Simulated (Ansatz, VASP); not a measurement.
# BN in VASP and in Ansatz

```
CELL_PARAMETERS angstrom
4.29000 0.00000 0.00000
0.00000 4.29000 0.00000
0.00000 0.00000 2.47270
ATOMIC_POSITIONS crystal
B 0.17428 0.82572 0.50000
B 0.32572 0.32572 0.00000
B 0.67428 0.67428 0.00000
B 0.82572 0.17428 0.50000
N 0.81261 0.81261 0.50000
N 0.31261 0.68739 0.00000
N 0.68739 0.31261 0.00000
N 0.18739 0.18739 0.50000
```

Alike in both runs: task single point; functional PBE; k mesh 6 × 6 × 10; occupations gaussian, width 0.05 eV; no spin polarisation.

|  | VASP | Ansatz |
| --- | --- | --- |
| version | VASP 6.6.1 | Ansatz 0.2.0 |
| potentials or method | VASP PAW PBE potentials, release 64 (B, N), cutoff 520 eV | scalar-relativistic, plane waves, PAW |
| valence electrons in the cell | 32 | 32 |

|  | VASP | Ansatz | Ansatz less VASP |
| --- | --- | --- | --- |
| gap on the k mesh at the Fermi level (eV) | 4.72 | 4.74 | +0.017 |
| least direct gap on the mesh (eV) | 5.92 | 5.94 | +0.018 |
| rms of the force components (eV/Å) | 0.086 | 0.083 | -0.0030 |

Atom by atom the forces differ by 0.004 eV/Å (rms over components).
